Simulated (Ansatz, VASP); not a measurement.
## Two plane-wave programs on SiC

The input POSCAR:

```
SiC
1.0
    3.0138491144      0.0000000000      0.0000000000
   -1.5069245572      2.6100698963      0.0000000000
    0.0000000000      0.0000000000      4.9471459292
Si C
2 2
Direct
    0.3333333333      0.6666666667     -0.0003531274
    0.6666666667      0.3333333333      0.4996468726
    0.3333333333      0.6666666667      0.3753531274
    0.6666666667      0.3333333333      0.8753531274
```

Contents of INCAR.step1:

```
PREC = Accurate
ENCUT = 520
ISMEAR = 0
SIGMA = 0.01
LREAL = F
LASPH = T
NELM = 100
NBANDS = 16
GGA = PE
ALGO = Normal
EDIFF = 1E-4
LWAVE = T
LCHARG = F
```

The input INCAR.step2:

```
PREC = Accurate
ENCUT = 520
EDIFF = 1E-6
ISMEAR = 0
SIGMA = 0.01
LREAL = F
LASPH = T
NELM = 100
ALGO = Normal
ISIF = 2
LWAVE = F
LCHARG = T
METAGGA = R2SCAN
LMIXTAU = T
LELF = T
LVHAR = T
NBANDS = 16
ISTART = 1
```

KPOINTS

```
Automatic mesh
0
Gamma
  12 12 6
```

Input for Ansatz:

```yaml
crystal:
  lattice:
    - [3.0138491144, 0.0, 0.0]
    - [-1.5069245572, 2.6100698963, 0.0]
    - [0.0, 0.0, 4.9471459292]
  atoms:
    - { symbol: Si, position: [0.3333333333, 0.6666666667, -0.0003531274] }
    - { symbol: Si, position: [0.6666666667, 0.3333333333, 0.4996468726] }
    - { symbol: C, position: [0.3333333333, 0.6666666667, 0.3753531274] }
    - { symbol: C, position: [0.6666666667, 0.3333333333, 0.8753531274] }
kpoints:
  mp_grid: { grid: [12, 12, 6] }
  band_path:
    path:
      - [0.0, 0.0, 0.0]
      - [0.5, 0.0, 0.0]
      - [0.3333333333, 0.3333333333, 0.0]
      - [0.0, 0.0, 0.5]
      - [0.5, 0.0, 0.5]
      - [0.3333333333, 0.3333333333, 0.5]
      - [0.0, 0.0, -0.005208]
    npoints: 1
hamiltonian:
  xc: r2scan
scf:
  occupations: { method: fixed }
  n_extra_bands: 5
output:
  forces: true
  stress: true
  eigenvalues: true
  write_density: true
  write_potential: true
  elf: true
  volumetric_format: npy
```

Change from the starting cell: hydrostatic strain -2.0%.

Alike in both runs: task single point; functional r2SCAN; k mesh 12 × 12 × 6; no spin polarisation.

|  | VASP | Ansatz |
| --- | --- | --- |
| version | VASP 6.6.1 | Ansatz 0.2.0 |
| potentials or method | VASP PAW PBE potentials, release 64 (Si, C) | plane waves, PAW |
| plane-wave cutoff (eV) | 520 | 500 |
| occupations | gaussian, width 0.01 eV | fixed |
| valence electrons in the cell | 16 | 16 |

```csv
,VASP,Ansatz,Ansatz less VASP
gap on the k mesh at the Fermi level (eV),2.56,2.56,-0.008
pressure (GPa),15.3,15.5,+0.24
"traceless stress, the component that is largest in VASP (GPa)",-0.22,-0.24,-0.018
```

VASP's potentials were made for PBE, not for r2SCAN.
